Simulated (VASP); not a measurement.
# SnSe (I4mm) in VASP: further runs, part 2 of 2

VASP 6.6.1.

## Step 3: Single point, r2SCAN

Input file POSCAR:

```
SnSe
1.0
    0.0000000000      3.0100000000      3.0100000000
    3.0100000000      0.0000000000      3.0100000000
    3.0100000000      3.0100000000      0.0000000000
Sn Se
1 1
Direct
    0.0000000000      0.0000000000      0.0000000000
    0.4563953488      0.4563953488      0.5436046512
```

Input file INCAR.step1:

```
SYSTEM = SnSe
  ALGO = Normal
  EDIFF = 1E-4
  ENCUT = 520
  GGA = PE
  ISMEAR = 0
  LASPH = .True.
  LCHARG = .False.
  LREAL = .False.
  LWAVE = .True.
  NBANDS = 17
  NELM = 100
  PREC = Accurate
  SIGMA = 0.05
```

Input file INCAR.step2:

```
SYSTEM = SnSe
  ALGO = Normal
  EDIFF = 1E-6
  ENCUT = 520
  ISIF = 2
  ISMEAR = 0
  ISTART = 1
  LASPH = .True.
  LCHARG = .True.
  LELF = .True.
  LMIXTAU = .True.
  LREAL = .False.
  LVHAR = .True.
  LWAVE = .False.
  METAGGA = R2SCAN
  NBANDS = 17
  NELM = 100
  PREC = Accurate
  SIGMA = 0.05
```

Input file KPOINTS:

```
k-points
0
Gamma
  10 10 10
  0 0 0
```

Potentials or basis: VASP PAW PBE potentials, release 64 (Sn_d, Se).

Command:

```sh
$ cat potpaw_PBE.64/Sn_d/POTCAR potpaw_PBE.64/Se/POTCAR > POTCAR
$ cp INCAR.step1 INCAR
$ mpirun -np 1 vasp_std > vasp.out
$ cp INCAR.step2 INCAR
$ mpirun -np 1 vasp_std > vasp.out
```

OUTCAR:

```text
SYSTEM = SnSe
   EDIFF = 1E-6
   ENCUT = 520
   ISIF = 2
   ISMEAR = 0
   ISTART = 1
   LASPH = .True.
   LREAL = .False.
   METAGGA = R2SCAN
   NELM = 100
   PREC = Accurate

 ion  position               nearest neighbor table
   1  0.000  0.000  0.000-   2 2.75   2 3.02   2 3.02   2 3.02   2 3.02   2 3.27
   2  0.456  0.456  0.544-   1 2.75   1 3.02   1 3.02   1 3.02   1 3.02   1 3.27

  LATTYP: Found a face centered cubic cell.
 ALAT       =     6.0200000000

  Lattice vectors:

 A1 = (   0.0000000000,   3.0100000000,   3.0100000000)
 A2 = (   3.0100000000,   0.0000000000,   3.0100000000)
 A3 = (   3.0100000000,   3.0100000000,   0.0000000000)

Analysis of symmetry for initial positions (statically):
=====================================================================
 Subroutine PRICEL returns:
 Original cell was already a primitive cell.

 Routine SETGRP: Setting up the symmetry group for a
 face centered cubic supercell.

 Subroutine GETGRP returns: Found  8 space group operations
 (whereof  8 operations were pure point group operations)
 out of a pool of 48 trial point group operations.

The static configuration has the point symmetry C_4v.

Analysis of symmetry for dynamics (positions and initial velocities):
=====================================================================
 Subroutine PRICEL returns:
 Original cell was already a primitive cell.

 Routine SETGRP: Setting up the symmetry group for a
 face centered cubic supercell.

 Subroutine GETGRP returns: Found  8 space group operations
 (whereof  8 operations were pure point group operations)
 out of a pool of 48 trial point group operations.

The dynamic configuration has the point symmetry C_4v.

 Subroutine INISYM returns: Found  8 space group operations
[... 111 lines left out ...]
   EFERMI =   0.00;   METHOD = LEGACY
   ISMEAR =     0;   SIGMA  =   0.05  broadening in eV -4-tet -1-fermi 0-gaus
   EFERMI_NEDOS =   21; number of points for ismear=-14 and -15
   IALGO  =     38    algorithm
   IMIX   =      4    mixing-type and parameters
     AMIX     =   0.40;   BMIX     =  1.00
     AMIX_MAG =   1.60;   BMIX_MAG =  1.00
  volume/ion in A,a.u.               =      27.27       184.03
  Fermi-wavevector in a.u.,A,eV,Ry     =   1.171768  2.214321 18.681350  1.373040
  Thomas-Fermi vector in A             =   2.308207
   LORBIT       =      0    0 simple, 1 ext, 2 COOP (PROOUT), +10 PAW based schemes
   METAGGA = R2SCAN    functional components
   LHFCALC =     F    Hartree Fock is set to
   AEXX    =    0.0000 exact exchange contribution
   IVDW    =     0    specifies the selected vdW correction
   LEPSILON=     F    determine dielectric tensor
   LRPA    =     F    only Hartree local field effects (RPA)
 non-spin polarized calculation
 Gauss-broadening in eV      SIGMA  =   0.05
  energy-cutoff  :      520.00
  volume of cell :       54.54
 maximum number of plane-waves:      1479
   NGX = 15   NGY = 15   NGZ = 15

 number of electron      20.0000005 magnetization

 Free energy of the ion-electron system (eV)
  ---------------------------------------------------
  ext. energy  EPLUGINS =         0.00000000
  ---------------------------------------------------
  free energy    TOTEN  =       -39.86925269 eV

  energy without entropy =      -39.86925269  energy(sigma->0) =      -39.86925269

 E-fermi :   5.7915     XC(G=0): -10.1691

 val. band max:        5.5285952190   @ k =   0.5000   0.0000   0.0000
 cond. band min:       6.2527586047   @ k =  -0.4000   0.1000   0.0000
 fundamental gap:      0.7241633857
 Fermi energy:         5.7914996457

 k-point     1 :       0.0000    0.0000    0.0000
  band No.  band energies     occupation
      1     -16.7938      2.00000
      2     -16.7924      2.00000
      3     -16.7836      2.00000
      4     -16.7751      2.00000
      5     -16.7751      2.00000
      6      -9.0991      2.00000
[... 457 lines left out ...]
      4     -16.7739      2.00000
      5     -16.7716      2.00000
      6      -8.9073      2.00000
[... 9 lines left out ...]
     16      12.8844      0.00000
     17      14.6795      0.00000

 [... further k-points ...]

------------------------ aborting loop because EDIFF is reached ----------------------------------------

  FORCE on cell =-STRESS in cart. coord.  units (eV):
  Direction    XX          YY          ZZ          XY          YZ          ZX
  --------------------------------------------------------------------------------------
  -------------------------------------------------------------------------------------
  Total        0.1523074      0.1523074      0.7980483      0.0000000     -0.0000000      0.0000000
  in kB        4.4740624      4.4740624     23.4428421      0.0000000     -0.0000000      0.0000000
  external PRESSURE =      10.7969890 kB  Pullay stress =       0.0000000 kB

 VOLUME and BASIS-vectors are now :
 -----------------------------------------------------------------------------
  energy-cutoff  :      520.00
  volume of cell :       54.54
      direct lattice vectors                 reciprocal lattice vectors
     0.000000000  3.010000000  3.010000000    -0.166112957  0.166112957  0.166112957
     3.010000000  0.000000000  3.010000000     0.166112957 -0.166112957  0.166112957
     3.010000000  3.010000000  0.000000000     0.166112957  0.166112957 -0.166112957

 POSITION                                       TOTAL-FORCE (eV/Angst)
 -----------------------------------------------------------------------------------
      0.00000      0.00000      0.00000         0.000000      0.000000     -0.174961
      3.01000      3.01000      2.74750         0.000000      0.000000      0.174961
 -----------------------------------------------------------------------------------
    total drift:                                0.000020      0.000020      0.000250

  FREE ENERGIE OF THE ION-ELECTRON SYSTEM (eV)
  ---------------------------------------------------
  free  energy   TOTEN  =       -39.8692526891 eV

  energy  without entropy=      -39.8692526891  energy(sigma->0) =      -39.86925269
```

OUTCAR.step1:

```text
SYSTEM = SnSe
   EDIFF = 1E-4
   ENCUT = 520
   GGA = PE
   ISMEAR = 0
   LASPH = .True.
   LREAL = .False.
[... 700 lines left out ...]
      0.00000      0.00000      0.00000         0.000000      0.000000     -0.276491
      3.01000      3.01000      2.74750         0.000000      0.000000      0.276491
 -----------------------------------------------------------------------------------
    total drift:                                0.000000      0.000000     -0.000227

  FREE ENERGIE OF THE ION-ELECTRON SYSTEM (eV)
  ---------------------------------------------------
  free  energy   TOTEN  =        -8.1931781972 eV

  energy  without entropy=       -8.1931781972  energy(sigma->0) =       -8.19317820
```

OSZICAR.step1:

```text
N       E                     dE             d eps       ncg     rms          rms(c)
DAV:   1     0.135689085095E+03    0.13569E+03   -0.97588E+03  3527   0.145E+03
DAV:   2     0.454378826553E+01   -0.13115E+03   -0.12703E+03  3799   0.353E+02
DAV:   3    -0.803841891185E+01   -0.12582E+02   -0.12501E+02  4209   0.946E+01
DAV:   4    -0.835888353773E+01   -0.32046E+00   -0.32021E+00  4302   0.160E+01
DAV:   5    -0.836804906027E+01   -0.91655E-02   -0.91651E-02  4993   0.262E+00    0.320E+00
DAV:   6    -0.819301612095E+01    0.17503E+00   -0.42528E-01  5071   0.379E+00    0.194E+00
DAV:   7    -0.819125079049E+01    0.17653E-02   -0.79097E-02  3965   0.130E+00    0.928E-01
DAV:   8    -0.819318158027E+01   -0.19308E-02   -0.80491E-03  4297   0.771E-01    0.904E-02
DAV:   9    -0.819311611464E+01    0.65466E-04   -0.11926E-03  4632   0.286E-01    0.547E-02
DAV:  10    -0.819317819721E+01   -0.62083E-04   -0.17504E-04  4022   0.768E-02
   1 F= -.81931782E+01 E0= -.81931782E+01  d E =-.160700E-17
```

It took 84 s on 1 thread of Intel Xeon 6975P-C (Granite Rapids), shared host; peak memory 0.25 GiB.

Results:

| Quantity | Value |
| --- | --- |
| Free energy | -39.8693 eV |
| Pressure | 1.1 GPa |
| Largest force | 0.175 eV/Å |
| Band gap on the k mesh | 0.72 eV (least direct gap 0.81 eV) |

Forces in eV/Å, atoms in the order of the input:
```
Sn   0.000  0.000 -0.175
Se   0.000  0.000  0.175
```

Stress tensor (GPa, compression positive):
```
0.45 0.00 0.00
0.00 0.45 0.00
0.00 0.00 2.34
```

Caveat: the cell differs from its parent crystal (all Se atoms moved +0.263 Å, as atom 2 towards its neighbour atom 1 (Sn) at 3.010 Å); the PAW data sets were made with another functional, which shifts forces and pressure a little; spin-orbit coupling is left out, which moves the levels of the heavy elements. A k mesh can miss the band edges.

## Step 4: Single point, r2SCAN

POSCAR, as its differences from that of step 3:

```diff
@@ -9,2 +9,2 @@
     0.0000000000      0.0000000000      0.0000000000
-    0.4563953488      0.4563953488      0.5436046512
+    0.4688538206      0.4688538206      0.5311461794
```

Input file INCAR.step1:

```
SYSTEM = SnSe
PREC = Accurate ; ENCUT = 520
ISMEAR = 0 ; SIGMA = 0.05
LREAL = .False. ; LASPH = .True.
NELM = 100 ; NBANDS = 17
GGA = PE ; ALGO = Normal
EDIFF = 1E-4 ; LWAVE = .True.
LCHARG = .False.
```

Input file INCAR.step2:

```
SYSTEM = SnSe
PREC = Accurate ; ENCUT = 520
EDIFF = 1E-6 ; ISMEAR = 0
SIGMA = 0.05 ; LREAL = .False.
LASPH = .True. ; NELM = 100
ALGO = Normal ; ISIF = 2
LWAVE = .False. ; LCHARG = .False.
METAGGA = R2SCAN ; LMIXTAU = .True.
NBANDS = 17 ; ISTART = 1
```

Input file KPOINTS:

```
regular mesh
0
Gamma
  10 10 10
  0 0 0
```

Command:

```sh
$ cat potpaw_PBE.64/Sn_d/POTCAR potpaw_PBE.64/Se/POTCAR > POTCAR
$ cp INCAR.step1 INCAR
$ mpirun -np 1 vasp_std > vasp.out
$ cp INCAR.step2 INCAR
$ mpirun -np 1 vasp_std > vasp.out
```

Wall time 83 s (1 thread of Intel Xeon 6975P-C (Granite Rapids), shared host); peak memory 0.25 GiB.

The run converged. Its results:

| Property | Result |
| --- | --- |
| Free energy | -39.8764 eV |
| Pressure | 0.5 GPa |
| Largest force | 0.033 eV/Å |
| Band gap on the k mesh | 0.60 eV (least direct gap 0.64 eV) |

Forces on the atoms (eV/Å):
```
Sn   0.000  0.000 -0.033
Se   0.000  0.000  0.033
```

Stress tensor (GPa, compression positive):
```
0.23 0.00 0.00
0.00 0.23 0.00
0.00 0.00 1.11
```

Levels at points of the mesh, in eV from the valence-band top:
```csv
k point,band 6,band 7,band 8,band 9,band 10,band 11,band 12,band 13,band 14,band 15
"(0.00, 0.00, 0.00)",-14.67,-5.13,-2.63,-2.52,-2.52,4.18,4.18,4.53,6.16,6.40
"(0.50, 0.00, 0.00)",-13.70,-8.47,-2.42,-2.30,0.00,0.64,1.26,1.45,8.58,10.57
"(0.50, 0.50, 0.00)",-13.38,-6.79,-5.32,-4.01,-4.01,3.21,5.58,5.58,6.33,10.73
"(0.00, 0.50, 0.50)",-13.41,-6.29,-5.85,-3.98,-3.97,2.93,5.68,5.82,6.24,10.72
```

Caveat: the cell differs from its parent crystal (all Se atoms moved +0.188 Å, as atom 2 towards its neighbour atom 1 (Sn) at 3.010 Å); the PAW data sets were made with another functional, which shifts forces and pressure a little; spin-orbit coupling is left out, which moves the levels of the heavy elements. A k mesh can miss the band edges.

## Step 5: Overview

```tsv
cell	gap on the mesh (eV)	pressure (GPa)	largest force (eV/Å)
as given, atomic positions A	0.80	1.4	0.29
as given, atomic positions B	0.72	1.1	0.17
as given, atomic positions C	0.60	0.5	0.03
```

Alike in all rows: task single point; level r2SCAN; potentials or basis VASP PAW PBE potentials, release 64 (Sn_d, Se); no spin polarisation; k mesh 10 × 10 × 10; cutoff (eV) 520; smearing gaussian 0.05 eV.

Caveats: the PAW data sets were made with another functional, which shifts forces and pressure a little; spin-orbit coupling is left out, which moves the levels of the heavy elements.

Total energies depend on the potentials used, so only differences within one code and one set of settings carry meaning.
